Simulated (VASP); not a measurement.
AlN: G0W0 quasiparticle levels with PBE

Crystal: AlN.

```
Al N
1.0
     0.00000    2.18488    2.18488
     2.18488    0.00000    2.18488
     2.18488    2.18488    0.00000
Al N
1 1
Cartesian
  0.0000 0.0000 0.0000
  1.0924 1.0924 1.0924
```

| Quantity | Value |
| --- | --- |
| Program | VASP 6.6.1 |
| Task | G0W0 quasiparticle levels |
| Functional | PBE |
| Potentials or basis | VASP PAW PBE potentials, release 64 (Al_GW, N_GW) |
| Cutoff | 500 eV |
| k mesh | 4 × 4 × 4 |
| Occupations | gaussian, width 0.01 eV |
| Spin | no spin polarisation |
| Dipole correction | no |
| GW scheme | G0W0 |
| GW iterations | 1 |
| Cutoff of the response function | 80 |
| Frequency points | 48 |
| Empty bands | 60 |
| Further INCAR settings | ALGO = EVGW0; EDIFF = 1e-08; NBANDS = 64 |

| Property | Result |
| --- | --- |
| Band gap on the k mesh, mean-field level | 3.29 eV, indirect (least direct gap 4.17 eV) |
| Quasiparticle gap | 4.31 eV |
| Least direct quasiparticle gap | 5.50 eV |

Levels at points of the mesh, in eV from the valence-band top:
```
           k point  band 1  band 2  band 3  band 4  band 5  band 6  band 7  band 8
(0.00, 0.00, 0.00)  -14.99    0.00    0.00    0.00    4.17   12.51   12.51   12.51
(0.50, 0.00, 0.00)  -12.94   -5.87   -0.48   -0.48    7.35    9.85   11.11   11.11
(0.50, 0.50, 0.00)  -12.30   -4.91   -1.78   -1.78    3.29    8.58   13.94   15.69
```

Run time: 18 s on 1 thread of Intel(R) Xeon(R) 6975P-C (Granite Rapids) (shared host), peak memory 0.19 GiB.

Caveat: the k points lie up to 0.62 Å⁻¹ apart; bands, screening cutoff and mesh are small and nothing is extrapolated, so the quasiparticle values aren't converged. A k mesh can miss the band edges.
